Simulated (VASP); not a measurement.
A run of VASP 6.6.1:

INCAR

```
ALGO = Normal
EDIFF = 1E-6
ENCUT = 520
GGA = PS
ISIF = 2
ISMEAR = -1
LASPH = T
LCHARG = T
LELF = T
LREAL = F
LVHAR = T
LWAVE = F
NBANDS = 11
NELM = 80
PREC = Accurate
SIGMA = 0.05
```

Contents of KPOINTS:

```
k-points
0
Gamma
  10 10 10
```

POSCAR

```
SiC
1.0
    0.0000000000      2.1345181309      2.1345181309
    2.1345181309      0.0000000000      2.1345181309
    2.1345181309      2.1345181309      0.0000000000
Si C
1 1
Direct
    0.0000000000      0.0000000000      0.0000000000
    0.7500000000      0.7500000000      0.7500000000
```

Potentials or basis: VASP PAW PBE potentials, release 64 (Si, C).

Command:

```sh
$ cat potpaw_PBE.64/Si/POTCAR potpaw_PBE.64/C/POTCAR > POTCAR
$ mpirun -np 1 vasp_std > vasp.out
```

Hardware: 1 thread of Intel(R) Xeon(R) Platinum 8375C CPU @ 2.90GHz (Ice Lake), with other jobs on the host.

Estimate the wall time of this run.

Run time: 5.9 s on 1 thread of Intel(R) Xeon(R) Platinum 8375C CPU @ 2.90GHz (Ice Lake), with other jobs on the host, peak memory 0.13 GiB. Counts: scf iterations 11, k points 47.
